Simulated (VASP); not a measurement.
# AsPb4 (I4/mmm) in VASP: notebook

The runs below take AsPb4 through single point, relaxation of cell and atoms, with PBE.

Everything below comes from runs of VASP 6.6.1. Logs are shortened: lines on timing, memory, paths and dates and some standing lists are left out, and cuts for length are marked.

## (1) The cell of the first run

Symmetry: I4/mmm, No. 139, tetragonal system. Conventional cell: a = 6.610 Å, b = 6.610 Å, c = 7.034 Å, α = 90.00°, β = 90.00°, γ = 90.00°. Within 2.8 Å of As (site symmetry 4/mmm) lie 4 Pb at 2.14 Å. Pb (site symmetry m2m) has 1 As at 2.14 Å within 2.8 Å.

The cell was built from a structure type or drawn by symmetry, and may not be a known phase.

## (2) Single point, PBE

The input, INCAR:

```
SYSTEM = AsPb4
ALGO = Normal
EDIFF = 1E-7
ENCUT = 520
GGA = PE
ISIF = 2
ISMEAR = 0
LASPH = .TRUE.
LCHARG = .FALSE.
LREAL = .FALSE.
LWAVE = .FALSE.
NBANDS = 38
NELM = 60
PREC = Accurate
SIGMA = 0.1
```

The input, KPOINTS:

```
k-points
0
G
  4 4 4
  0 0 0
```

The input, POSCAR:

```
AsPb4
1.0
   -3.3052450900      3.3052450900      3.5169502500
    3.3052450900     -3.3052450900      3.5169502500
    3.3052450900      3.3052450900     -3.5169502500
As Pb
1 4
Direct
    0.0000000000      0.0000000000      0.0000000000
    0.7712744500      0.7712744500      0.5425489100
    0.2287255500      0.2287255500      0.4574510900
    0.2287255500      0.7712744500      0.0000000000
    0.7712744500      0.2287255500      0.0000000000
```

Potentials or basis: VASP PAW PBE potentials, release 64 (As, Pb_d).

Run with:

```
cat potpaw_PBE.64/As/POTCAR potpaw_PBE.64/Pb_d/POTCAR > POTCAR
mpirun -np 1 vasp_std > vasp.out
```

OUTCAR:

```text
SYSTEM = AsPb4
   EDIFF = 1E-7
   ENCUT = 520
   GGA = PE
   ISIF = 2
   ISMEAR = 0
   LASPH = .TRUE.
   LREAL = .FALSE.
   NELM = 60
   PREC = Accurate

 ion  position               nearest neighbor table
   1  0.000  0.000  0.000-   2 2.14   3 2.14   4 2.14   5 2.14
   2  0.771  0.771  0.543-   1 2.14   4 3.02   5 3.02   3 3.54   3 3.54   4 3.59   5 3.59
   3  0.229  0.229  0.457-   1 2.14   4 3.02   5 3.02   2 3.54   2 3.54   5 3.59   4 3.59
   4  0.229  0.771  0.000-   1 2.14   2 3.02   3 3.02   5 3.54   5 3.54   2 3.59   3 3.59
   5  0.771  0.229  0.000-   1 2.14   2 3.02   3 3.02   4 3.54   4 3.54   2 3.59   3 3.59

  LATTYP: Found a body centered tetragonal cell.
 ALAT       =     6.6104901800
 C/A-ratio  =     1.0640512743

  Lattice vectors:

 A1 = (  -3.3052450900,   3.3052450900,   3.5169502500)
 A2 = (   3.3052450900,  -3.3052450900,   3.5169502500)
 A3 = (   3.3052450900,   3.3052450900,  -3.5169502500)

Analysis of symmetry for initial positions (statically):
=====================================================================
 Subroutine PRICEL returns:
 Original cell was already a primitive cell.

 Routine SETGRP: Setting up the symmetry group for a
 body centered tetragonal supercell.

 Subroutine GETGRP returns: Found 16 space group operations
 (whereof 16 operations were pure point group operations)
 out of a pool of 16 trial point group operations.

The static configuration has the point symmetry D_4h.

Analysis of symmetry for dynamics (positions and initial velocities):
=====================================================================
 Subroutine PRICEL returns:
 Original cell was already a primitive cell.

 Routine SETGRP: Setting up the symmetry group for a
 body centered tetragonal supercell.

 Subroutine GETGRP returns: Found 16 space group operations
 (whereof 16 operations were pure point group operations)
 out of a pool of 16 trial point group operations.

The dynamic configuration has the point symmetry D_4h.

 Subroutine INISYM returns: Found 16 space group operations
 (whereof 16 operations are pure point group operations),
 and found     1 'primitive' translations

----------------------------------------------------------------------------------------

                                     Primitive cell

  volume of cell :     153.6857

  direct lattice vectors                    reciprocal lattice vectors
    -3.305245090  3.305245090  3.516950250     0.000000000  0.151274712  0.142168630
     3.305245090 -3.305245090  3.516950250     0.151274712  0.000000000  0.142168630
     3.305245090  3.305245090 -3.516950250     0.151274712  0.151274712  0.000000000

  length of vectors
     5.849634969  5.849634969  5.849634969     0.207595660  0.207595660  0.213934750

  position of ions in fractional coordinates (direct lattice)
     0.000000000  0.000000000  0.000000000
     0.771274450  0.771274450  0.542548910
     0.228725550  0.228725550  0.457451090
     0.228725550  0.771274450  0.000000000
     0.771274450  0.228725550  0.000000000

  ion indices of the primitive-cell ions
   primitive index   ion index
                 1           1
                 2           2
                 3           3
                 4           4
                 5           5

----------------------------------------------------------------------------------------

 KPOINTS: k-points

Automatic generation of k-mesh.
 Grid dimensions read from file:
 generate k-points for:    4    4    4

 Generating k-lattice:

  Cartesian coordinates                     Fractional coordinates (reciprocal lattice)
     0.000000000  0.037818678  0.035542158     0.250000000 -0.000000000  0.000000000
     0.037818678  0.000000000  0.035542158    -0.000000000  0.250000000  0.000000000
     0.037818678  0.037818678  0.000000000     0.000000000  0.000000000  0.250000000

  Length of vectors
     0.051898915  0.051898915  0.053483687

  Shift w.r.t. Gamma in fractional coordinates (k-lattice)
     0.000000000  0.000000000  0.000000000

 Subroutine IBZKPT returns following result:
 ===========================================

 Found     13 irreducible k-points:

 Following reciprocal coordinates:
            Coordinates               Weight
  0.000000  0.000000  0.000000      1.000000
  0.250000 -0.000000  0.000000      8.000000
  0.500000 -0.000000  0.000000      4.000000
  0.250000  0.250000  0.000000      8.000000
  0.500000  0.250000  0.000000     16.000000
 -0.250000  0.250000  0.000000      4.000000
  0.500000  0.500000  0.000000      2.000000
  0.250000  0.250000  0.250000      2.000000
 -0.250000  0.250000  0.250000      4.000000
  0.500000  0.500000  0.250000      4.000000
 -0.250000  0.500000  0.250000      8.000000
 -0.250000 -0.250000  0.250000      2.000000
  0.500000  0.500000  0.500000      1.000000
   k-points           NKPTS =     13   k-points in BZ     NKDIM =     13   number of bands    NBANDS=     38
   number of dos      NEDOS =    301   number of ions     NIONS =      5
   total plane-waves  NPLWV = 110592
   dimension x,y,z NGX =    48 NGY =   48 NGZ =   48
   dimension x,y,z NGXF=    96 NGYF=   96 NGZF=   96
   ions per type =               1   4
   NGX,Y,Z   is equivalent  to a cutoff of  13.64, 13.64, 13.64 a.u.
   NGXF,Y,Z  is equivalent  to a cutoff of  27.28, 27.28, 27.28 a.u.
 SYSTEM =  AsPb4
   PREC   = accura    normal or accurate (medium, high low for compatibility)
   ISTART =      0    job   : 0-new  1-cont  2-samecut
   ICHARG =      2    charge: 1-file 2-atom 10-const
   ISPIN  =      1    spin polarized calculation?
   LNONCOLLINEAR =      F non collinear calculations
   LSORBIT =      F    spin-orbit coupling
   LASPH  =      T    aspherical Exc in radial PAW
   ENCUT  =  520.0 eV  38.22 Ry    6.18 a.u.  10.88 10.88 10.88*2*pi/ulx,y,z
   NELM   =     60;   NELMIN=  2; NELMDL= -5     # of ELM steps
   EDIFF  = 0.1E-06   stopping-criterion for ELM
   LREAL  =      F    real-space projection
   EDIFFG = 0.1E-05   stopping-criterion for IOM
   NSW    =      0    number of steps for IOM
   IBRION =     -1    ionic relax: 0-MD 1-quasi-New 2-CG
   NFREE  =      0    steps in history (QN), initial steepest desc. (CG)
   ISIF   =      2    stress and relaxation
   ISYM   =      2    0-nonsym 1-usesym 2-fastsym
   POTIM  = 0.5000    time-step for ionic-motion
   TEBEG  =    0.0;   TEEND  =   0.0 temperature during run
   PSTRESS=    0.0 pullay stress
   NELECT =      61.0000    total number of electrons
   NUPDOWN=      -1.0000    fix difference up-down
   EMIN   =  10.00;   EMAX   =-10.00  energy-range for DOS
   EFERMI =   0.00;   METHOD = LEGACY
   ISMEAR =     0;   SIGMA  =   0.10  broadening in eV -4-tet -1-fermi 0-gaus
   EFERMI_NEDOS =   21; number of points for ismear=-14 and -15
   IALGO  =     38    algorithm
   IMIX   =      4    mixing-type and parameters
     AMIX     =   0.40;   BMIX     =  1.00
     AMIX_MAG =   1.60;   BMIX_MAG =  1.00
  volume/ion in A,a.u.               =      30.74       207.42
  Fermi-wavevector in a.u.,A,eV,Ry     =   1.203114  2.273557 19.694219  1.447484
  Thomas-Fermi vector in A             =   2.338877
   LORBIT       =      0    0 simple, 1 ext, 2 COOP (PROOUT), +10 PAW based schemes
   GGA     = PE    functional components
   LHFCALC =     F    Hartree Fock is set to
   AEXX    =    0.0000 exact exchange contribution
   IVDW    =     0    specifies the selected vdW correction
   LEPSILON=     F    determine dielectric tensor
   LRPA    =     F    only Hartree local field effects (RPA)
 non-spin polarized calculation
 Gauss-broadening in eV      SIGMA  =   0.10
  energy-cutoff  :      520.00
  volume of cell :      153.69
 maximum number of plane-waves:      4173
 NGX is ok and might be reduce to    48
   NGX = 21   NGY = 21   NGZ = 21

 number of electron      60.9999996 magnetization

 Free energy of the ion-electron system (eV)
  ---------------------------------------------------
  ext. energy  EPLUGINS =         0.00000000
  ---------------------------------------------------
  free energy    TOTEN  =        -6.37789093 eV

  energy without entropy =       -6.35700797  energy(sigma->0) =       -6.36744945

 E-fermi :   6.3674     XC(G=0):  -9.4202

 val. band max:        6.3179712381   @ k =   0.5000   0.2500   0.0000
 cond. band min:       6.4742710935   @ k =   0.5000   0.2500   0.0000
 fundamental gap:      0.1562998555
 Fermi energy:         6.3673625776

 k-point     1 :       0.0000    0.0000    0.0000
  band No.  band energies     occupation
      1     -13.4091      2.00000
      2     -12.1191      2.00000
      3     -12.1191      2.00000
      4     -11.8233      2.00000
      5     -11.5707      2.00000
      6     -11.3919      2.00000
[... 30 lines left out ...]
     37      11.5756      0.00000
     38      12.4731      0.00000

 k-point     2 :       0.2500   -0.0000    0.0000
  band No.  band energies     occupation
      1     -13.3939      2.00000
      2     -12.1327      2.00000
      3     -12.1009      2.00000
      4     -11.7950      2.00000
      5     -11.5432      2.00000
      6     -11.4130      2.00000
[... 30 lines left out ...]
     37      10.5319      0.00000
     38      11.4295      0.00000

 k-point     3 :       0.5000   -0.0000    0.0000
  band No.  band energies     occupation
      1     -13.3784      2.00000
      2     -12.1464      2.00000
      3     -12.0823      2.00000
      4     -11.7632      2.00000
      5     -11.5092      2.00000
      6     -11.4366      2.00000
[... 30 lines left out ...]
     37      10.0800      0.00000
[... 330 lines left out ...]
 k-point    12 :      -0.2500   -0.2500    0.2500
  band No.  band energies     occupation
      1     -13.3981      2.00000
      2     -12.1327      2.00000
      3     -12.1327      2.00000
      4     -11.8174      2.00000
      5     -11.5246      2.00000
      6     -11.3971      2.00000
[... 30 lines left out ...]
     37      11.2707      0.00000
     38      11.6486      0.00000

 k-point    13 :       0.5000    0.5000    0.5000
  band No.  band energies     occupation
      1     -13.3872      2.00000
      2     -12.1475      2.00000
      3     -12.1475      2.00000
      4     -11.8115      2.00000
      5     -11.4754      2.00000
      6     -11.4027      2.00000
[... 30 lines left out ...]
     37      11.4749      0.00000
     38      12.6368      0.00000

------------------------ aborting loop because EDIFF is reached ----------------------------------------

  FORCE on cell =-STRESS in cart. coord.  units (eV):
  Direction    XX          YY          ZZ          XY          YZ          ZX
  --------------------------------------------------------------------------------------
  -------------------------------------------------------------------------------------
  Total       55.9176726     55.9176726     -0.4968757      0.0000000     -0.0000000      0.0000000
  in kB      582.9430317    582.9430317     -5.1799405      0.0000000     -0.0000000      0.0000000
  external PRESSURE =     386.9020410 kB  Pullay stress =       0.0000000 kB

 VOLUME and BASIS-vectors are now :
 -----------------------------------------------------------------------------
  energy-cutoff  :      520.00
  volume of cell :      153.69
      direct lattice vectors                 reciprocal lattice vectors
    -3.305245090  3.305245090  3.516950250     0.000000000  0.151274712  0.142168630
     3.305245090 -3.305245090  3.516950250     0.151274712  0.000000000  0.142168630
     3.305245090  3.305245090 -3.516950250     0.151274712  0.151274712  0.000000000

 POSITION                                       TOTAL-FORCE (eV/Angst)
 -----------------------------------------------------------------------------------
      0.00000      0.00000      0.00000        -0.000000      0.000000      0.000000
      1.79326      1.79326      3.51695        -9.108667     -9.108667      0.000000
      1.51199      1.51199      0.00000         9.108667      9.108667     -0.000000
      1.79326     -1.79326      3.51695        -9.108667      9.108667      0.000000
     -1.79326      1.79326      3.51695         9.108667     -9.108667      0.000000
 -----------------------------------------------------------------------------------
    total drift:                               -0.000000     -0.000000      0.000000

  FREE ENERGIE OF THE ION-ELECTRON SYSTEM (eV)
  ---------------------------------------------------
  free  energy   TOTEN  =        -6.3778909265 eV

  energy  without entropy=       -6.3570079684  energy(sigma->0) =       -6.36744945
```

Run time: 1.9 min. Hardware: 1 thread of Intel Xeon 6975P-C (Granite Rapids), shared host; peak memory 0.33 GiB.

Results:

```yaml
Free_energy: -6.3779 eV
Pressure: 38.7 GPa
Largest_force: 12.882 eV/Å
Band_gap_on_the_k_mesh: zero (an odd number of electrons rules out a gap without spin polarisation)
```

Forces in eV/Å, atoms in the order of the input:
```
As   0.000  0.000  0.000
Pb  -9.109 -9.109  0.000
Pb   9.109  9.109  0.000
Pb  -9.109  9.109  0.000
Pb   9.109 -9.109  0.000
```

Stress tensor (GPa, compression positive):
```
58.29  0.00  0.00
 0.00 58.29  0.00
 0.00  0.00 -0.52
```

Levels at points of the mesh, in eV from the Fermi level:
| k point | band 28 | band 29 | band 30 | band 31 | band 32 | band 33 |
| --- | --- | --- | --- | --- | --- | --- |
| (0.00, 0.00, 0.00) | -3.20 | -2.89 | -2.18 | -2.18 | 1.66 | 2.20 |
| (0.50, 0.00, 0.00) | -2.10 | -1.31 | -0.62 | -0.57 | 0.52 | 1.82 |
| (0.50, 0.50, 0.00) | -2.56 | -2.54 | -0.98 | 0.14 | 0.40 | 0.59 |
| (0.50, 0.50, 0.50) | -3.12 | -3.12 | 0.12 | 0.36 | 1.70 | 2.98 |

Caveat: the cell stands under pressure; spin-orbit coupling is left out, which moves the levels of the heavy elements; forces of over 1 eV/Å act on the atoms, so gaps and moduli don't describe the material at rest.

## (3) Single point, PBE

This run uses another cell than the first one, of 34.13 Å³/atom.

The input, INCAR:

```
PREC = Accurate
ENCUT = 520
EDIFF = 1E-6
ISMEAR = 0
SIGMA = 0.1
LREAL = F
LASPH = T
NELM = 60
ALGO = Normal
ISIF = 2
LWAVE = F
LCHARG = F
GGA = PE
NBANDS = 38
```

The input, KPOINTS:

```
regular mesh
0
Gamma
  4 4 4
```

The input, POSCAR:

```
AsPb4
1.0
   -3.6668461982      3.6668461982      3.1726297378
    3.6668461982     -3.6668461982      3.1726297378
    3.6668461982      3.6668461982     -3.1726297378
As Pb
1 4
Direct
    0.0000000000      0.0000000000      0.0000000000
    0.7177762459      0.7177762459      0.4355524917
    0.2822237541      0.2822237541      0.5644475083
    0.2822237541      0.7177762459      0.0000000000
    0.7177762459      0.2822237541      0.0000000000
```

Potentials or basis: VASP PAW PBE potentials, release 64 (As, Pb_d).

Run with:

```
cat potpaw_PBE.64/As/POTCAR potpaw_PBE.64/Pb_d/POTCAR > POTCAR
mpirun -np 1 vasp_std > vasp.out
```

Run time: 87 s. Hardware: 1 thread of Intel Xeon 6975P-C (Granite Rapids), shared host; peak memory 0.32 GiB.

Results (log left out):

```yaml
Free_energy: -17.6979 eV
Pressure: 0.1 GPa
Largest_force: 0.029 eV/Å
Band_gap_on_the_k_mesh: zero (an odd number of electrons rules out a gap without spin polarisation)
```

Forces on the atoms (eV/Å):
```
As   0.000  0.000  0.000
Pb   0.021  0.021  0.000
Pb  -0.021 -0.021  0.000
Pb   0.021 -0.021  0.000
Pb  -0.021  0.021  0.000
```

Stress tensor (GPa, compression positive):
```
0.09 0.00 0.00
0.00 0.09 0.00
0.00 0.00 0.00
```

Levels at points of the mesh, in eV from the Fermi level:
```tsv
k point	band 26	band 27	band 28	band 29	band 30	band 31	band 32	band 33	band 34	band 35
(0.00, 0.00, 0.00)	-3.30	-3.30	-1.84	-1.84	-1.32	-0.77	-0.70	1.77	1.77	3.81
(0.50, 0.00, 0.00)	-3.54	-1.08	-0.87	-0.67	-0.57	0.44	0.49	1.58	2.17	2.20
(0.50, 0.50, 0.00)	-2.97	-2.65	-2.02	-1.09	-0.51	-0.34	-0.16	0.81	2.36	2.69
(0.50, 0.50, 0.50)	-3.92	-3.09	-1.60	-1.60	-0.43	-0.14	1.08	2.89	2.89	3.86
```

Caveat: spin-orbit coupling is left out, which moves the levels of the heavy elements.

(Continued in part 2 of 2.)
